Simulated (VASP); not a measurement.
Set up this calculation in VASP 6.6.1, as the native input.

- Task: electric field gradients
- Functional: PBE
- Potentials or basis: VASP PAW PBE potentials, release 64 (C, O)
- Cutoff: 520 eV
- k mesh: 4 × 4 × 4
- Occupations: fermi-dirac, width 0.02 eV
- Spin: no spin polarisation
- Dipole correction: no
- Further INCAR settings: ALGO = Normal; EDIFF = 1e-08; NBANDS = 44

The structure of CO2 lies in POSCAR:

```
CO2
1.0
    5.6300000000      0.0000000000      0.0000000000
    0.0000000000      5.6300000000      0.0000000000
    0.0000000000      0.0000000000      5.6300000000
C O
4 8
Direct
    0.0000000000      0.0000000000      0.0000000000
    0.5000000000      0.0000000000      0.5000000000
    0.5000000000      0.5000000000      0.0000000000
    0.0000000000      0.5000000000      0.5000000000
    0.1080000000      0.1080000000      0.1080000000
    0.3920000000      0.8920000000      0.6080000000
    0.6080000000      0.3920000000      0.8920000000
    0.8920000000      0.6080000000      0.3920000000
    0.8920000000      0.8920000000      0.8920000000
    0.6080000000      0.1080000000      0.3920000000
    0.3920000000      0.6080000000      0.1080000000
    0.1080000000      0.3920000000      0.6080000000
```

One way to write it, as run:

INCAR

```
PREC = Accurate
ENCUT = 520
EDIFF = 1E-8
ISMEAR = -1
SIGMA = 0.02
LREAL = False
LASPH = True
NELM = 60
ALGO = Normal
ISIF = 2
LWAVE = False
LCHARG = False
GGA = PE
LEFG = True
NBANDS = 44
```

KPOINTS

```
Automatic mesh
0
Gamma
  4 4 4
```

Potentials or basis: VASP PAW PBE potentials, release 64 (C, O).

The run is started by

```bash
$ cat potpaw_PBE.64/C/POTCAR potpaw_PBE.64/O/POTCAR > POTCAR
$ mpirun -np 1 vasp_std > vasp.out
```

It gave:

| Property | Result |
| --- | --- |
| Pressure | 48.7 GPa |
| Largest force | 19.264 eV/Å |
| Band gap on the k mesh | 7.64 eV |
| Largest electric field gradient by atom | C -57.1; O +12.7 V/Å² |

Caveat: the cell stands under pressure; this functional lacks dispersion, which holds the molecules together, so the pressure and a relaxed volume are unreliable; without QUAD_EFG the Cq values of the log hold for a quadrupole moment of 1 mb, not for the nuclei; forces of over 1 eV/Å act on the atoms, so gaps and moduli don't describe the material at rest.

It took 81 s on 1 thread of AMD EPYC 7R13 Processor (Zen 3), with other jobs on the host, peak memory 0.23 GiB.
